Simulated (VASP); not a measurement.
# PbS (CsCl type) (Pm-3m) in VASP: further runs

PbS (CsCl type) is run at these levels: PBE; tasks: single point.

Program: VASP 6.6.1. These are calculated values, not measurements. Logs are shortened: lines on timing, memory, paths and dates and some standing lists are left out, and cuts for length are marked.

## (1) The cell of the first run

It takes space group Pm-3m (No. 221, cubic). The conventional cell has a = 2.992 Å, b = 2.992 Å, c = 2.992 Å, α = 90.00°, β = 90.00°, γ = 90.00°. Within 3.4 Å of Pb (site symmetry m-3m) lie 8 S at 2.59 Å and 6 Pb at 2.99 Å. Within 3.4 Å of S (site symmetry m-3m) lie 8 Pb at 2.59 Å and 6 S at 2.99 Å.

## (2) Single point, PBE (volume scaled by 0.55, source ansatz)

The input, INCAR:

```
PREC     = Accurate       # precision mode
ENCUT    = 520            # plane-wave cutoff, eV
EDIFF    = 1E-6           # SCF threshold, eV
ISMEAR   = -1             # smearing method
SIGMA    = 0.1            # smearing width, eV
LREAL    = F              # projectors in reciprocal space
LASPH    = T              # aspherical terms in the spheres
NELM     = 80             # most SCF steps
ALGO     = Normal         # electronic algorithm
ISIF     = 2              # what is computed and relaxed
LWAVE    = F              # write WAVECAR
LCHARG   = T              # write CHGCAR
GGA      = PE             # functional
LELF     = T              # ELF
LVHAR    = T            
NBANDS   = 17             # bands
```

The input, KPOINTS:

```
Automatic mesh
0
Gamma
  11 11 11
```

The input, POSCAR:

```
PbS
1.0
    2.9919464795      0.0000000000      0.0000000000
    0.0000000000      2.9919464795      0.0000000000
    0.0000000000      0.0000000000      2.9919464795
Pb S
1 1
Direct
    0.0000000000      0.0000000000      0.0000000000
    0.5000000000      0.5000000000      0.5000000000
```

Potentials or basis: VASP PAW PBE potentials, release 64 (Pb_d, S).

Launch:

```sh
cat potpaw_PBE.64/Pb_d/POTCAR potpaw_PBE.64/S/POTCAR > POTCAR
mpirun -np 1 vasp_std > vasp.out
```

OUTCAR:

```text
PREC = Accurate
   ENCUT = 520
   EDIFF = 1E-6
   ISMEAR = -1
   LREAL = F
   LASPH = T
   NELM = 80
   ISIF = 2
   GGA = PE

 ion  position               nearest neighbor table
   1  0.000  0.000  0.000-   2 2.59   2 2.59   2 2.59   2 2.59   2 2.59   2 2.59   2 2.59   2 2.59

   2  0.500  0.500  0.500-   1 2.59   1 2.59   1 2.59   1 2.59   1 2.59   1 2.59   1 2.59   1 2.59

  LATTYP: Found a simple cubic cell.
 ALAT       =     2.9919464795

  Lattice vectors:

 A1 = (   2.9919464795,   0.0000000000,   0.0000000000)
 A2 = (   0.0000000000,   2.9919464795,   0.0000000000)
 A3 = (   0.0000000000,   0.0000000000,   2.9919464795)

Analysis of symmetry for initial positions (statically):
=====================================================================
 Subroutine PRICEL returns:
 Original cell was already a primitive cell.

 Routine SETGRP: Setting up the symmetry group for a
 simple cubic supercell.

 Subroutine GETGRP returns: Found 48 space group operations
[... 9 lines left out ...]

 Routine SETGRP: Setting up the symmetry group for a
 simple cubic supercell.

 Subroutine GETGRP returns: Found 48 space group operations
[... 11 lines left out ...]
                                     Primitive cell

  volume of cell :      26.7831

  direct lattice vectors                    reciprocal lattice vectors
     2.991946480  0.000000000  0.000000000     0.334230578  0.000000000  0.000000000
     0.000000000  2.991946480  0.000000000     0.000000000  0.334230578  0.000000000
     0.000000000  0.000000000  2.991946480     0.000000000  0.000000000  0.334230578

  length of vectors
     2.991946480  2.991946480  2.991946480     0.334230578  0.334230578  0.334230578

  position of ions in fractional coordinates (direct lattice)
     0.000000000  0.000000000  0.000000000
     0.500000000  0.500000000  0.500000000

  ion indices of the primitive-cell ions
   primitive index   ion index
                 1           1
                 2           2

----------------------------------------------------------------------------------------

 KPOINTS: Automatic mesh

Automatic generation of k-mesh.
 Grid dimensions read from file:
 generate k-points for:   11   11   11

 Generating k-lattice:

  Cartesian coordinates                     Fractional coordinates (reciprocal lattice)
     0.030384598  0.000000000  0.000000000     0.090909091  0.000000000  0.000000000
     0.000000000  0.030384598  0.000000000     0.000000000  0.090909091  0.000000000
     0.000000000  0.000000000  0.030384598     0.000000000  0.000000000  0.090909091

  Length of vectors
     0.030384598  0.030384598  0.030384598

  Shift w.r.t. Gamma in fractional coordinates (k-lattice)
     0.000000000  0.000000000  0.000000000

 Subroutine IBZKPT returns following result:
 ===========================================

 Found     56 irreducible k-points:

 Following reciprocal coordinates:
            Coordinates               Weight
  0.000000  0.000000  0.000000      1.000000
  0.090909  0.000000  0.000000      6.000000
  0.181818  0.000000  0.000000      6.000000
  0.272727  0.000000  0.000000      6.000000
  0.363636  0.000000  0.000000      6.000000
  0.454545  0.000000  0.000000      6.000000
[... 16 lines left out ...]
  0.181818  0.090909  0.090909     24.000000
  0.272727  0.090909  0.090909     24.000000
 [... further k-points ...]
   k-points           NKPTS =     56   k-points in BZ     NKDIM =     56   number of bands    NBANDS=     17
   number of dos      NEDOS =    301   number of ions     NIONS =      2
   total plane-waves  NPLWV =  13824
   dimension x,y,z NGX =    24 NGY =   24 NGZ =   24
   dimension x,y,z NGXF=    48 NGYF=   48 NGZF=   48
   ions per type =               1   1
   NGX,Y,Z   is equivalent  to a cutoff of  13.34, 13.34, 13.34 a.u.
   NGXF,Y,Z  is equivalent  to a cutoff of  26.67, 26.67, 26.67 a.u.
 SYSTEM =  unknown system
   PREC   = accura    normal or accurate (medium, high low for compatibility)
   ISTART =      0    job   : 0-new  1-cont  2-samecut
   ICHARG =      2    charge: 1-file 2-atom 10-const
   ISPIN  =      1    spin polarized calculation?
   LNONCOLLINEAR =      F non collinear calculations
   LSORBIT =      F    spin-orbit coupling
   LASPH  =      T    aspherical Exc in radial PAW
   ENCUT  =  520.0 eV  38.22 Ry    6.18 a.u.   5.56  5.56  5.56*2*pi/ulx,y,z
   NELM   =     80;   NELMIN=  2; NELMDL= -5     # of ELM steps
   EDIFF  = 0.1E-05   stopping-criterion for ELM
   LREAL  =      F    real-space projection
   EDIFFG = 0.1E-04   stopping-criterion for IOM
   NSW    =      0    number of steps for IOM
   IBRION =     -1    ionic relax: 0-MD 1-quasi-New 2-CG
   NFREE  =      0    steps in history (QN), initial steepest desc. (CG)
   ISIF   =      2    stress and relaxation
   ISYM   =      2    0-nonsym 1-usesym 2-fastsym
   POTIM  = 0.5000    time-step for ionic-motion
   TEBEG  =    0.0;   TEEND  =   0.0 temperature during run
   PSTRESS=    0.0 pullay stress
   NELECT =      20.0000    total number of electrons
   NUPDOWN=      -1.0000    fix difference up-down
   EMIN   =  10.00;   EMAX   =-10.00  energy-range for DOS
   EFERMI =   0.00;   METHOD = LEGACY
   ISMEAR =    -1;   SIGMA  =   0.10  broadening in eV -4-tet -1-fermi 0-gaus
   EFERMI_NEDOS =   21; number of points for ismear=-14 and -15
   IALGO  =     38    algorithm
   IMIX   =      4    mixing-type and parameters
     AMIX     =   0.40;   BMIX     =  1.00
     AMIX_MAG =   1.60;   BMIX_MAG =  1.00
  volume/ion in A,a.u.               =      13.39        90.37
  Fermi-wavevector in a.u.,A,eV,Ry     =   1.485244  2.806703 30.013750  2.205948
  Thomas-Fermi vector in A             =   2.598680
   LORBIT       =      0    0 simple, 1 ext, 2 COOP (PROOUT), +10 PAW based schemes
   GGA     = PE    functional components
   LHFCALC =     F    Hartree Fock is set to
   AEXX    =    0.0000 exact exchange contribution
   IVDW    =     0    specifies the selected vdW correction
   LEPSILON=     F    determine dielectric tensor
   LRPA    =     F    only Hartree local field effects (RPA)
 non-spin polarized calculation
  energy-cutoff  :      520.00
  volume of cell :       26.78
 maximum number of plane-waves:       739
 NGX is ok and might be reduce to    24

 number of electron      20.0000003 magnetization

 Free energy of the ion-electron system (eV)
  ---------------------------------------------------
  ext. energy  EPLUGINS =         0.00000000
  ---------------------------------------------------
  free energy    TOTEN  =        -3.49119405 eV

  energy without entropy =       -3.47429899  energy(sigma->0) =       -3.48274652

 E-fermi :  16.1044     XC(G=0): -13.3651

 val. band max:       16.1026697854   @ k =   0.4545   0.4545   0.2727
 cond. band min:      16.2205265465   @ k =   0.2727   0.1818   0.1818
 fundamental gap:      0.1178567611
 Fermi energy:        16.1044346919

 k-point     1 :       0.0000    0.0000    0.0000
  band No.  band energies     occupation
      1      -3.9031      2.00000
      2      -2.8020      2.00000
      3      -2.8020      2.00000
      4      -1.6422      2.00000
      5      -1.6422      2.00000
      6      -1.6422      2.00000
[... 9 lines left out ...]
     16      30.0493      0.00000
     17      30.0493      0.00000

 k-point     2 :       0.0909    0.0000    0.0000
  band No.  band energies     occupation
      1      -3.7630      2.00000
      2      -2.7931      2.00000
      3      -2.7417      2.00000
      4      -1.6805      2.00000
      5      -1.6805      2.00000
      6      -1.6381      2.00000
[... 9 lines left out ...]
     16      29.9100      0.00000
     17      30.3773      0.00000

 k-point     3 :       0.1818    0.0000    0.0000
  band No.  band energies     occupation
      1      -3.3675      2.00000
      2      -2.7692      2.00000
      3      -2.5587      2.00000
      4      -1.7815      2.00000
      5      -1.7815      2.00000
      6      -1.6274      2.00000
[... 9 lines left out ...]
     16      29.5597      0.00000
     17      29.5875      0.00000

 k-point     4 :       0.2727    0.0000    0.0000
  band No.  band energies     occupation
      1      -2.8454      2.00000
      2      -2.7375      2.00000
      3      -2.1950      2.00000
      4      -1.9095      2.00000
      5      -1.9095      2.00000
      6      -1.6132      2.00000
[... 9 lines left out ...]
     16      28.6243      0.00000
     17      29.1430      0.00000

 k-point     5 :       0.3636    0.0000    0.0000
  band No.  band energies     occupation
      1      -2.7082      2.00000
      2      -2.4842      2.00000
      3      -2.0232      2.00000
      4      -2.0232      2.00000
      5      -1.6001      2.00000
      6      -1.5011      2.00000
[... 9 lines left out ...]
     16      28.7932      0.00000
     17      29.0892      0.00000

 k-point     6 :       0.4545    0.0000    0.0000
  band No.  band energies     occupation
      1      -2.6907      2.00000
      2      -2.3258      2.00000
      3      -2.0892      2.00000
      4      -2.0892      2.00000
      5      -1.5923      2.00000
      6      -0.7549      2.00000
[... 9 lines left out ...]
     16      28.5977      0.00000
     17      32.0120      0.00000
[... 281 lines left out ...]
 k-point    21 :       0.4545    0.4545    0.0000
  band No.  band energies     occupation
      1      -3.4432      2.00000
      2      -2.4056      2.00000
      3      -1.9737      2.00000
      4      -1.9704      2.00000
      5      -1.2791      2.00000
      6       3.1685      2.00000
[... 9 lines left out ...]
     16      27.5195      0.00000
     17      30.7031      0.00000

 k-point    22 :       0.0909    0.0909    0.0909
  band No.  band energies     occupation
      1      -3.4997      2.00000
      2      -2.6990      2.00000
      3      -2.6990      2.00000
      4      -1.7092      2.00000
      5      -1.7092      2.00000
      6      -1.7061      2.00000
[... 9 lines left out ...]
     16      30.2946      0.00000
     17      30.2946      0.00000

 k-point    23 :       0.1818    0.0909    0.0909
  band No.  band energies     occupation
      1      -3.1558      2.00000
      2      -2.6755      2.00000
      3      -2.5232      2.00000
      4      -1.8151      2.00000
      5      -1.7455      2.00000
      6      -1.6911      2.00000
[... 9 lines left out ...]
     16      29.3812      0.00000
     17      30.7049      0.00000

 k-point    24 :       0.2727    0.0909    0.0909
  band No.  band energies     occupation
      1      -2.7633      2.00000
      2      -2.6440      2.00000
      3      -2.2942      2.00000
      4      -1.9497      2.00000
      5      -1.6937      2.00000
      6      -1.5746      2.00000
[... 9 lines left out ...]
     16      28.7961      0.00000
     17      29.5337      0.00000

 [... further k-points ...]
[... 5 lines left out ...]
  --------------------------------------------------------------------------------------
  -------------------------------------------------------------------------------------
  Total       20.1000089     20.1000089     20.1000089     -0.0000000     -0.0000000      0.0000000
  in kB     1202.3900408   1202.3900408   1202.3900408     -0.0000000     -0.0000000      0.0000000
  external PRESSURE =    1202.3900408 kB  Pullay stress =       0.0000000 kB

 VOLUME and BASIS-vectors are now :
 -----------------------------------------------------------------------------
  energy-cutoff  :      520.00
  volume of cell :       26.78
      direct lattice vectors                 reciprocal lattice vectors
     2.991946480  0.000000000  0.000000000     0.334230578  0.000000000  0.000000000
     0.000000000  2.991946480  0.000000000     0.000000000  0.334230578  0.000000000
     0.000000000  0.000000000  2.991946480     0.000000000  0.000000000  0.334230578

 POSITION                                       TOTAL-FORCE (eV/Angst)
 -----------------------------------------------------------------------------------
      0.00000      0.00000      0.00000         0.000000      0.000000      0.000000
      1.49597      1.49597      1.49597         0.000000      0.000000      0.000000
 -----------------------------------------------------------------------------------
    total drift:                               -0.000000      0.000000      0.000000

  FREE ENERGIE OF THE ION-ELECTRON SYSTEM (eV)
  ---------------------------------------------------
  free  energy   TOTEN  =        -3.4911940544 eV

  energy  without entropy=       -3.4742989938  energy(sigma->0) =       -3.48274652
```

It took 13 s on 1 thread of Intel Xeon 6975P-C, shared host; peak memory 0.15 GiB.

Results:

```
Free energy            : -3.4912 eV
Pressure               : 120.2 GPa
Band gap on the k mesh : zero (band 10 reaches 16.96 eV, above the bottom of band 11 at 12.94 eV)
```

Caveat: spin-orbit coupling is left out, which moves the levels of the heavy elements.

## (3) Single point, PBE (volume scaled by 0.64)

The input, INCAR:

```
SYSTEM = PbS
ALGO = Normal
EDIFF = 1E-6
ENCUT = 520
GGA = PE
ISIF = 2
ISMEAR = -1
LASPH = .TRUE.
LCHARG = .FALSE.
LREAL = .FALSE.
LWAVE = .FALSE.
NBANDS = 17
NELM = 80
PREC = Accurate
SIGMA = 0.1
```

The input, KPOINTS:

```
k-points
0
G
  11 11 11
  0 0 0
```

The input, POSCAR:

```
PbS
1.0
    3.1469722647      0.0000000000      0.0000000000
    0.0000000000      3.1469722647      0.0000000000
    0.0000000000      0.0000000000      3.1469722647
Pb S
1 1
Direct
    0.0000000000      0.0000000000      0.0000000000
    0.5000000000      0.5000000000      0.5000000000
```

Potentials or basis: VASP PAW PBE potentials, release 64 (Pb_d, S).

Launch:

```sh
cat potpaw_PBE.64/Pb_d/POTCAR potpaw_PBE.64/S/POTCAR > POTCAR
mpirun -np 1 vasp_std > vasp.out
```

Wall time 12 s (1 thread of Intel Xeon 6975P-C, shared host); peak memory 0.16 GiB.

The run converged. Its results:

```
Free energy            : -5.9160 eV
Pressure               : 63.3 GPa
Band gap on the k mesh : zero (band 10 reaches 13.47 eV, above the bottom of band 11 at 10.76 eV)
```

Levels at points of the mesh, in eV from the Fermi level:
```
           k point  band 6  band 7  band 8  band 9  band 10  band 11  band 12  band 13  band 14  band 15
(0.00, 0.00, 0.00)  -17.18   -5.36   -3.56   -3.56    -3.56     4.27     4.27    10.24    10.24    10.24
```

Caveat: spin-orbit coupling is left out, which moves the levels of the heavy elements.

## (4) Single point, PBE (volume scaled by 0.72)

The input, INCAR:

```
SYSTEM = PbS
PREC = Accurate
ENCUT = 520
EDIFF = 1E-6
ISMEAR = -1
SIGMA = 0.1
LREAL = .FALSE.
LASPH = .TRUE.
NELM = 100
ALGO = Normal
ISIF = 2
LWAVE = .FALSE.
LCHARG = .FALSE.
GGA = PE
NBANDS = 17
```

The input, KPOINTS:

```
regular mesh
0
G
  11 11 11
  0 0 0
```

The input, POSCAR:

```
PbS
1.0
    3.2729830496      0.0000000000      0.0000000000
    0.0000000000      3.2729830496      0.0000000000
    0.0000000000      0.0000000000      3.2729830496
Pb S
1 1
Direct
    0.0000000000      0.0000000000      0.0000000000
    0.5000000000      0.5000000000      0.5000000000
```

Launch:

```sh
cat potpaw_PBE.64/Pb_d/POTCAR potpaw_PBE.64/S/POTCAR > POTCAR
mpirun -np 1 vasp_std > vasp.out
```

Wall time 13 s (1 thread of Intel Xeon 6975P-C, shared host); peak memory 0.16 GiB.

Results (log left out):

```
Free energy            : -7.1037 eV
Pressure               : 36.6 GPa
Band gap on the k mesh : zero (band 10 reaches 11.15 eV, above the bottom of band 11 at 9.27 eV)
```

Levels at points of the mesh, in eV from the Fermi level:
```
           k point  band 7  band 8  band 9  band 10  band 11  band 12  band 13  band 14
(0.00, 0.00, 0.00)   -5.81   -2.94   -2.94    -2.94     4.67     4.67     9.11     9.11
```

Caveat: spin-orbit coupling is left out, which moves the levels of the heavy elements.

## (5) Single point, PBE (volume scaled by 0.72)

The input, INCAR:

```
PREC = Accurate
ENCUT = 520
EDIFF = 1E-6
ISMEAR = -1
SIGMA = 0.1
LREAL = F
LASPH = T
NELM = 60
ALGO = Normal
ISIF = 2
LWAVE = F
LCHARG = T
GGA = PE
LELF = T
LVHAR = T
NBANDS = 17
```

The input, KPOINTS:

```
regular mesh
0
Gamma
  11 11 11
```

POSCAR is that of step 4.

Launch:

```sh
cat potpaw_PBE.64/Pb_d/POTCAR potpaw_PBE.64/S/POTCAR > POTCAR
mpirun -np 1 vasp_std > vasp.out
```

Wall time 12 s (1 thread of Intel Xeon 6975P-C, shared host); peak memory 0.16 GiB.

The run converged. Its results:

```yaml
Free_energy: -7.1037 eV
Pressure: 36.6 GPa
Band_gap_on_the_k_mesh: zero (band 10 reaches 11.15 eV, above the bottom of band 11 at 9.27 eV)
```

Levels at points of the mesh, in eV from the Fermi level:
```csv
k point,band 8,band 9,band 10,band 11,band 12,band 13
"(0.00, 0.00, 0.00)",-2.94,-2.94,-2.94,4.67,4.67,9.11
```

Caveat: spin-orbit coupling is left out, which moves the levels of the heavy elements.

## (6) Overview

| cell | gap on the mesh (eV) | pressure (GPa) |
| --- | --- | --- |
| a = 2.992 Å, 2 atoms | none | 120.2 |
| a = 3.147 Å, 2 atoms | none | 63.3 |
| a = 3.273 Å, 2 atoms | none | 36.6 |

Alike in all rows: task single point; level PBE; potentials or basis VASP PAW PBE potentials, release 64 (Pb_d, S); no spin polarisation; k mesh 11 × 11 × 11; cutoff (eV) 520; smearing fermi-dirac 0.1 eV.

Caveats: spin-orbit coupling is left out, which moves the levels of the heavy elements.

Total energies depend on the potentials used, so only differences within one code and one set of settings carry meaning.
